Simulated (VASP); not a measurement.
# CdS (I-4m2) in VASP: further runs

CdS is run at these levels: PBE, r2SCAN; tasks: single point.

Everything below comes from runs of VASP 6.6.1. Logs are shortened: lines on timing, memory, paths and dates and some standing lists are left out, and cuts for length are marked.

## (1) The cell of the first run

The structure is tetragonal, space group I-4m2 (No. 119). The conventional cell has a = 4.013 Å, b = 4.013 Å, c = 6.167 Å, α = 90.00°, β = 90.00°, γ = 90.00°. Within 3.3 Å of Cd (site symmetry -4m2) lie 4 S at 2.53 Å. Within 3.3 Å of S (site symmetry -4m2) lie 4 Cd at 2.53 Å.

## (2) Single point, PBE (epitaxial xy strain -3.5%)

File INCAR:

```
SYSTEM = CdS
PREC     = Accurate       ! precision mode
ENCUT    = 520            ! plane-wave cutoff, eV
EDIFF    = 1E-7           ! SCF threshold, eV
ISMEAR   = -1             ! smearing method
SIGMA    = 0.02           ! smearing width, eV
LREAL    = .False.        ! projectors in reciprocal space
LASPH    = .True.         ! aspherical terms in the spheres
NELM     = 80             ! most SCF steps
ALGO     = Normal         ! electronic algorithm
ISIF     = 2              ! what is computed and relaxed
LWAVE    = .False.        ! write WAVECAR
LCHARG   = .True.         ! write CHGCAR
GGA      = PE             ! functional
LELF     = .True.         ! ELF
LVHAR    = .True.       
NBANDS   = 16             ! bands
```

File KPOINTS:

```
Automatic mesh
0
Gamma
  8 8 8
  0 0 0
```

File POSCAR:

```
CdS
1.0
    0.0000000000      2.8378119306      3.0834213127
    2.8378119306      0.0000000000      3.0834213127
    2.8378119306      2.8378119306      0.0000000000
Cd S
1 1
Direct
    0.0000000000      0.0000000000      0.0000000000
    0.2500000000      0.2500000000      0.2500000000
```

Potentials or basis: VASP PAW PBE potentials, release 64 (Cd, S).

Command:

```sh
> cat potpaw_PBE.64/Cd/POTCAR potpaw_PBE.64/S/POTCAR > POTCAR
> mpirun -np 1 vasp_std > vasp.out
```

OUTCAR:

```text
SYSTEM = CdS
   PREC = Accurate
   ENCUT = 520
   EDIFF = 1E-7
   ISMEAR = -1
   LREAL = .False.
   LASPH = .True.
   NELM = 80
   ISIF = 2
   GGA = PE

 ion  position               nearest neighbor table
   1  0.000  0.000  0.000-   2 2.53   2 2.53   2 2.53   2 2.53
   2  0.250  0.250  0.250-   1 2.53   1 2.53   1 2.53   1 2.53

  LATTYP: Found a body centered tetragonal cell.
 ALAT       =     4.0132721197
 C/A-ratio  =     1.5366121313

  Lattice vectors:

 A1 = (  -2.8378119306,   0.0000000000,   3.0834213127)
 A2 = (   2.8378119306,   0.0000000000,   3.0834213127)
 A3 = (   0.0000000000,   2.8378119306,  -3.0834213127)

Analysis of symmetry for initial positions (statically):
=====================================================================
 Subroutine PRICEL returns:
 Original cell was already a primitive cell.

 Routine SETGRP: Setting up the symmetry group for a
 body centered tetragonal supercell.

 Subroutine GETGRP returns: Found  8 space group operations
 (whereof  8 operations were pure point group operations)
 out of a pool of 16 trial point group operations.

The static configuration has the point symmetry D_2d.

Analysis of symmetry for dynamics (positions and initial velocities):
=====================================================================
 Subroutine PRICEL returns:
 Original cell was already a primitive cell.

 Routine SETGRP: Setting up the symmetry group for a
 body centered tetragonal supercell.

 Subroutine GETGRP returns: Found  8 space group operations
 (whereof  8 operations were pure point group operations)
 out of a pool of 16 trial point group operations.

The dynamic configuration has the point symmetry D_2d.

 Subroutine INISYM returns: Found  8 space group operations
 (whereof  8 operations are pure point group operations),
 and found     1 'primitive' translations

----------------------------------------------------------------------------------------

                                     Primitive cell

  volume of cell :      49.6627

  direct lattice vectors                    reciprocal lattice vectors
     0.000000000  2.837811931  3.083421313    -0.176192085  0.176192085  0.162157535
     2.837811931  0.000000000  3.083421313     0.176192085 -0.176192085  0.162157535
     2.837811931  2.837811931  0.000000000     0.176192085  0.176192085 -0.162157535

  length of vectors
     4.190544540  4.190544540  4.013272120     0.297291721  0.297291721  0.297291721

  position of ions in fractional coordinates (direct lattice)
     0.000000000  0.000000000  0.000000000
     0.250000000  0.250000000  0.250000000

  ion indices of the primitive-cell ions
   primitive index   ion index
                 1           1
                 2           2

----------------------------------------------------------------------------------------

 KPOINTS: Automatic mesh

Automatic generation of k-mesh.
 Grid dimensions read from file:
 generate k-points for:    8    8    8

 Generating k-lattice:

  Cartesian coordinates                     Fractional coordinates (reciprocal lattice)
    -0.022024011  0.022024011  0.020269692     0.125000000  0.000000000  0.000000000
     0.022024011 -0.022024011  0.020269692     0.000000000  0.125000000  0.000000000
     0.022024011  0.022024011 -0.020269692     0.000000000  0.000000000  0.125000000

  Length of vectors
     0.037161465  0.037161465  0.037161465

  Shift w.r.t. Gamma in fractional coordinates (k-lattice)
     0.000000000  0.000000000  0.000000000

 Subroutine IBZKPT returns following result:
 ===========================================

 Found     59 irreducible k-points:

 Following reciprocal coordinates:
            Coordinates               Weight
  0.000000  0.000000  0.000000      1.000000
  0.125000  0.000000  0.000000      8.000000
  0.250000  0.000000  0.000000      8.000000
  0.375000  0.000000  0.000000      8.000000
  0.500000  0.000000  0.000000      4.000000
  0.125000  0.125000  0.000000      2.000000
[... 16 lines left out ...]
  0.250000  0.000000  0.125000     16.000000
  0.375000 -0.000000  0.125000     16.000000
 [... further k-points ...]
   k-points           NKPTS =     59   k-points in BZ     NKDIM =     59   number of bands    NBANDS=     16
   number of dos      NEDOS =    301   number of ions     NIONS =      2
   total plane-waves  NPLWV =  30720
   dimension x,y,z NGX =    32 NGY =   32 NGZ =   30
   dimension x,y,z NGXF=    64 NGYF=   64 NGZF=   60
   ions per type =               1   1
   NGX,Y,Z   is equivalent  to a cutoff of  12.69, 12.69, 12.43 a.u.
   NGXF,Y,Z  is equivalent  to a cutoff of  25.39, 25.39, 24.85 a.u.
 SYSTEM =  CdS
   PREC   = accura    normal or accurate (medium, high low for compatibility)
   ISTART =      0    job   : 0-new  1-cont  2-samecut
   ICHARG =      2    charge: 1-file 2-atom 10-const
   ISPIN  =      1    spin polarized calculation?
   LNONCOLLINEAR =      F non collinear calculations
   LSORBIT =      F    spin-orbit coupling
   LASPH  =      T    aspherical Exc in radial PAW
   ENCUT  =  520.0 eV  38.22 Ry    6.18 a.u.   7.79  7.79  7.46*2*pi/ulx,y,z
   NELM   =     80;   NELMIN=  2; NELMDL= -5     # of ELM steps
   EDIFF  = 0.1E-06   stopping-criterion for ELM
   LREAL  =      F    real-space projection
   EDIFFG = 0.1E-05   stopping-criterion for IOM
   NSW    =      0    number of steps for IOM
   IBRION =     -1    ionic relax: 0-MD 1-quasi-New 2-CG
   NFREE  =      0    steps in history (QN), initial steepest desc. (CG)
   ISIF   =      2    stress and relaxation
   ISYM   =      2    0-nonsym 1-usesym 2-fastsym
   POTIM  = 0.5000    time-step for ionic-motion
   TEBEG  =    0.0;   TEEND  =   0.0 temperature during run
   PSTRESS=    0.0 pullay stress
   NELECT =      18.0000    total number of electrons
   NUPDOWN=      -1.0000    fix difference up-down
   EMIN   =  10.00;   EMAX   =-10.00  energy-range for DOS
   EFERMI =   0.00;   METHOD = LEGACY
   ISMEAR =    -1;   SIGMA  =   0.02  broadening in eV -4-tet -1-fermi 0-gaus
   EFERMI_NEDOS =   21; number of points for ismear=-14 and -15
   IALGO  =     38    algorithm
   IMIX   =      4    mixing-type and parameters
     AMIX     =   0.40;   BMIX     =  1.00
     AMIX_MAG =   1.60;   BMIX_MAG =  1.00
  volume/ion in A,a.u.               =      24.83       167.57
  Fermi-wavevector in a.u.,A,eV,Ry     =   1.167228  2.205741 18.536861  1.362421
  Thomas-Fermi vector in A             =   2.303731
   LORBIT       =      0    0 simple, 1 ext, 2 COOP (PROOUT), +10 PAW based schemes
   GGA     = PE    functional components
   LHFCALC =     F    Hartree Fock is set to
   AEXX    =    0.0000 exact exchange contribution
   IVDW    =     0    specifies the selected vdW correction
   LEPSILON=     F    determine dielectric tensor
   LRPA    =     F    only Hartree local field effects (RPA)
 non-spin polarized calculation
  energy-cutoff  :      520.00
  volume of cell :       49.66
 maximum number of plane-waves:      1360
   NGX = 15   NGY = 15   NGZ = 15

 number of electron      18.0000003 magnetization

 Free energy of the ion-electron system (eV)
  ---------------------------------------------------
  ext. energy  EPLUGINS =         0.00000000
  ---------------------------------------------------
  free energy    TOTEN  =        -6.10876533 eV

  energy without entropy =       -6.10876533  energy(sigma->0) =       -6.10876533

 E-fermi :   1.8107     XC(G=0):  -9.1522

 val. band max:        1.3890930719   @ k =   0.0000   0.0000   0.0000
 cond. band min:       2.4275321779   @ k =   0.0000   0.0000   0.0000
 fundamental gap:      1.0384391060
 Fermi energy:         1.8107297699

 k-point     1 :       0.0000    0.0000    0.0000
  band No.  band energies     occupation
      1     -11.0461      2.00000
      2      -6.4513      2.00000
      3      -6.3944      2.00000
      4      -6.3944      2.00000
      5      -5.9609      2.00000
      6      -5.9298      2.00000
[... 8 lines left out ...]
     15      12.8551      0.00000
     16      13.3618      0.00000

 k-point     2 :       0.1250    0.0000    0.0000
  band No.  band energies     occupation
      1     -10.9833      2.00000
      2      -6.4213      2.00000
      3      -6.3720      2.00000
      4      -6.3517      2.00000
      5      -5.9574      2.00000
      6      -5.9342      2.00000
[... 8 lines left out ...]
     15      12.6372      0.00000
     16      13.3871      0.00000

 k-point     3 :       0.2500    0.0000    0.0000
  band No.  band energies     occupation
      1     -10.8309      2.00000
      2      -6.3687      2.00000
      3      -6.3221      2.00000
      4      -6.1767      2.00000
      5      -5.9389      2.00000
      6      -5.9365      2.00000
[... 8 lines left out ...]
     15      12.1596      0.00000
     16      12.8807      0.00000

 k-point     4 :       0.3750    0.0000    0.0000
  band No.  band energies     occupation
      1     -10.6784      2.00000
      2      -6.3351      2.00000
      3      -6.2811      2.00000
      4      -5.9321      2.00000
      5      -5.9297      2.00000
      6      -5.8063      2.00000
[... 8 lines left out ...]
     15      12.7644      0.00000
     16      13.0950      0.00000
[... 324 lines left out ...]
 k-point    22 :       0.1250    0.0000    0.1250
  band No.  band energies     occupation
      1     -10.9590      2.00000
      2      -6.4074      2.00000
      3      -6.3556      2.00000
      4      -6.3522      2.00000
      5      -5.9531      2.00000
      6      -5.9361      2.00000
[... 8 lines left out ...]
     15      12.3478      0.00000
     16      14.1593      0.00000

 k-point    23 :       0.2500    0.0000    0.1250
  band No.  band energies     occupation
      1     -10.8345      2.00000
      2      -6.3594      2.00000
      3      -6.3107      2.00000
      4      -6.2352      2.00000
      5      -5.9520      2.00000
      6      -5.9181      2.00000
[... 8 lines left out ...]
     15      12.3761      0.00000
     16      14.1815      0.00000

 k-point    24 :       0.3750   -0.0000    0.1250
  band No.  band energies     occupation
      1     -10.6831      2.00000
      2      -6.3194      2.00000
      3      -6.2658      2.00000
      4      -6.0415      2.00000
      5      -5.9174      2.00000
      6      -5.8165      2.00000
[... 8 lines left out ...]
     15      13.0273      0.00000
     16      13.8442      0.00000

 [... further k-points ...]
[... 5 lines left out ...]
  --------------------------------------------------------------------------------------
  -------------------------------------------------------------------------------------
  Total        1.0853743      1.0853743      0.5615354      0.0000000      0.0000000      0.0000000
  in kB       35.0154744     35.0154744     18.1158034      0.0000000      0.0000000      0.0000000
  external PRESSURE =      29.3822507 kB  Pullay stress =       0.0000000 kB

 VOLUME and BASIS-vectors are now :
 -----------------------------------------------------------------------------
  energy-cutoff  :      520.00
  volume of cell :       49.66
      direct lattice vectors                 reciprocal lattice vectors
     0.000000000  2.837811931  3.083421313    -0.176192085  0.176192085  0.162157535
     2.837811931  0.000000000  3.083421313     0.176192085 -0.176192085  0.162157535
     2.837811931  2.837811931  0.000000000     0.176192085  0.176192085 -0.162157535

 POSITION                                       TOTAL-FORCE (eV/Angst)
 -----------------------------------------------------------------------------------
      0.00000      0.00000      0.00000         0.000000      0.000000     -0.000000
      1.41891      1.41891      1.54171         0.000000     -0.000000      0.000000
 -----------------------------------------------------------------------------------
    total drift:                                0.000002      0.000002      0.000000

  FREE ENERGIE OF THE ION-ELECTRON SYSTEM (eV)
  ---------------------------------------------------
  free  energy   TOTEN  =        -6.1087653342 eV

  energy  without entropy=       -6.1087653342  energy(sigma->0) =       -6.10876533
```

It took 49 s on 1 thread of Intel Xeon 8259CL, shared host; peak memory 0.2 GiB.

What came out:

| Item | Value |
| --- | --- |
| Free energy | -6.1088 eV |
| Pressure | 2.9 GPa |
| Band gap on the k mesh | 1.04 eV |

Caveat: the cell differs from its parent crystal (epitaxial xy strain -3.5%); the structure was generated, so it needn't be the stable form of CdS.

## (3) Single point, r2SCAN (epitaxial xy strain -3.5%)

POSCAR is that of step 2.

File INCAR.step1:

```
SYSTEM = CdS
PREC = Accurate
ENCUT = 520
ISMEAR = 0
SIGMA = 0.01
LREAL = .FALSE.
LASPH = .TRUE.
NELM = 60
NBANDS = 16
GGA = PE
ALGO = Normal
EDIFF = 1E-4
LWAVE = .TRUE.
LCHARG = .FALSE.
```

File INCAR.step2:

```
SYSTEM = CdS
PREC = Accurate
ENCUT = 520
EDIFF = 1E-6
ISMEAR = 0
SIGMA = 0.01
LREAL = .FALSE.
LASPH = .TRUE.
NELM = 60
ALGO = Normal
ISIF = 2
LWAVE = .FALSE.
LCHARG = .FALSE.
METAGGA = R2SCAN
LMIXTAU = .TRUE.
NBANDS = 16
ISTART = 1
```

File KPOINTS:

```
regular mesh
0
G
  8 8 8
  0 0 0
```

Potentials or basis: VASP PAW PBE potentials, release 64 (Cd, S).

Command:

```sh
> cat potpaw_PBE.64/Cd/POTCAR potpaw_PBE.64/S/POTCAR > POTCAR
> cp INCAR.step1 INCAR
> mpirun -np 1 vasp_std > vasp.out
> cp INCAR.step2 INCAR
> mpirun -np 1 vasp_std > vasp.out
```

Wall time 4.2 min (1 thread of Intel Xeon 8259CL, shared host); peak memory 0.21 GiB.

The run converged. Its results:

```yaml
Free_energy: -29.6649 eV
Pressure: 1.5 GPa
Band_gap_on_the_k_mesh: 1.48 eV
```

Stress tensor (GPa, compression positive):
```
2.11 0.00 0.00
0.00 2.11 0.00
0.00 0.00 0.36
```

Levels at points of the mesh, in eV from the valence-band top:
| k point | band 6 | band 7 | band 8 | band 9 | band 10 | band 11 | band 12 | band 13 |
| --- | --- | --- | --- | --- | --- | --- | --- | --- |
| (0.00, 0.00, 0.00) | -7.53 | -0.30 | 0.00 | 0.00 | 1.48 | 7.03 | 7.03 | 7.03 |
| (0.50, 0.00, 0.00) | -7.16 | -4.52 | -1.03 | -0.67 | 3.31 | 7.15 | 7.75 | 7.85 |
| (0.50, 0.50, 0.00) | -7.21 | -4.39 | -1.77 | -1.77 | 4.01 | 5.15 | 9.11 | 11.60 |
| (0.50, 0.00, 0.50) | -7.04 | -3.87 | -2.17 | -2.02 | 3.66 | 4.44 | 9.97 | 10.76 |

Caveat: the cell differs from its parent crystal (epitaxial xy strain -3.5%); the structure was generated, so it needn't be the stable form of CdS; the PAW data sets were made with another functional, which shifts forces and pressure a little.
